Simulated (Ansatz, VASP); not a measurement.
## Two plane-wave programs on Ta3PbO

File INCAR:

```
PREC = Accurate ; ENCUT = 520
EDIFF = 1E-6 ; ISMEAR = 0
SIGMA = 0.1 ; LREAL = False
LASPH = True ; NELM = 150
ALGO = Normal ; ISIF = 2
LWAVE = False ; LCHARG = False
ISPIN = 2 ; MAGMOM = 1 1 1 0 0
LORBIT = 11 ; LMAXMIX = 4
GGA = PE ; NBANDS = 38
```

Contents of KPOINTS:

```
regular mesh
0
Gamma
  4 4 4
```

POSCAR

```
Ta3PbO
1.0
    5.0652311604      0.0000000000      0.0000000000
    0.0000000000      5.0652311604      0.0000000000
    0.0000000000      0.0000000000      5.2868449767
Ta Pb O
3 1 1
Direct
    0.0000000000      0.5000000000      0.5000000000
    0.5000000000      0.0000000000      0.5000000000
    0.5000000000      0.5000000000      0.0000000000
    0.5000000000      0.5000000000      0.5000000000
    0.0000000000      0.0000000000      0.5000000000
```

Input for Ansatz:

```yaml
crystal:
  lattice:
    - [5.0652311604, 0.0, 0.0]
    - [0.0, 5.0652311604, 0.0]
    - [0.0, 0.0, 5.2868449767]
  atoms:
    - { symbol: Ta, position: [0.0, 0.5, 0.5], spin: 1.0 }
    - { symbol: Ta, position: [0.5, 0.0, 0.5], spin: 1.0 }
    - { symbol: Ta, position: [0.5, 0.5, 0.0], spin: 1.0 }
    - { symbol: Pb, position: [0.5, 0.5, 0.5] }
    - { symbol: O, position: [0.0, 0.0, 0.5] }
basis:
  ecutwfc: 420
kpoints:
  mp_grid: { grid: [4, 4, 4] }
hamiltonian:
  xc: pbe
scf:
  occupations: { method: gaussian, width: 0.1 }
  lower_state_search: "off"
output:
  forces: true
  stress: true
  eigenvalues: true
  populations: true
magnetization:
  spin_polarized: true
```

Alike in both runs: task single point; functional PBE; k mesh 4 × 4 × 4; occupations gaussian, width 0.1 eV; collinear spin.

```csv
,VASP,Ansatz
version,VASP 6.6.1,Ansatz 0.2.0
potentials or method,"VASP PAW PBE potentials, release 64 (Ta_pv, Pb_d, O), cutoff 520 eV","scalar-relativistic, plane waves, PAW"
valence electrons in the cell,53,59
```

Ansatz gave:

| Property | Result |
| --- | --- |
| gap on the k mesh at the Fermi level (eV) | none |
| pressure (GPa) | 0.3 |
| traceless stress, the component that is largest in VASP (GPa) | 0.19 |
| net moment per atom (μB) | 0.24 |
| size of the moment on the site where the two differ most (μB) | 0.69 |

Problem. Which values does VASP return?

Solution. gap on the k mesh at the Fermi level (eV): none; pressure (GPa): 0.3; traceless stress, the component that is largest in VASP (GPa): 0.22; net moment per atom (μB): 0.24; size of the moment on the site where the two differ most (μB): 0.81.

Site moments also hang on the region over which each program counts them. A gap of «none» marks a metal or a gap that the smearing closes. VASP's potentials hold 53 valence electrons a cell and Ansatz's 59, so a difference there can come from the potentials and not from the codes. Ansatz's warnings: seeded moment not kept.

Spin-orbit coupling is off throughout.
